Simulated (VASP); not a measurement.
BaO, 2 atoms in the cell. The structure is cubic, space group Fm-3m (No. 225). The conventional cell has a = 5.544 Å, b = 5.544 Å, c = 5.544 Å, α = 90.00°, β = 90.00°, γ = 90.00°. Within 3.7 Å of Ba (site symmetry m-3m) lie 6 O at 2.77 Å. Within 3.7 Å of O (site symmetry m-3m) lie 6 Ba at 2.77 Å. 

| Quantity | Value |
| --- | --- |
| Program | VASP 6.6.1 |
| Task | single point |
| Functional | r2SCAN |
| Potentials or basis | VASP PAW PBE potentials, release 64 (Ba_sv, O) |
| Cutoff | 660 eV |
| k mesh | 6 × 6 × 6 |
| Occupations | gaussian, width 0.01 eV |
| Spin | no spin polarisation |
| Dipole correction | no |
| Further INCAR settings | ALGO = Normal; EDIFF = 1e-06; NBANDS = 15 |

Potentials or basis: VASP PAW PBE potentials, release 64 (Ba_sv, O).

Command:

```console
$ cat potpaw_PBE.64/Ba_sv/POTCAR potpaw_PBE.64/O/POTCAR > POTCAR
$ cp INCAR.step1 INCAR
$ mpirun -np 1 vasp_std > vasp.out
$ cp INCAR.step2 INCAR
$ mpirun -np 1 vasp_std > vasp.out
```

Hardware: 1 thread of Intel(R) Xeon(R) 6975P-C (Granite Rapids), on a shared host.

**Question.** Estimate the wall time of this run.

**Answer.** Run time: 33 s on 1 thread of Intel(R) Xeon(R) 6975P-C (Granite Rapids) (shared host), peak memory 0.22 GiB. Counts: k points 16.
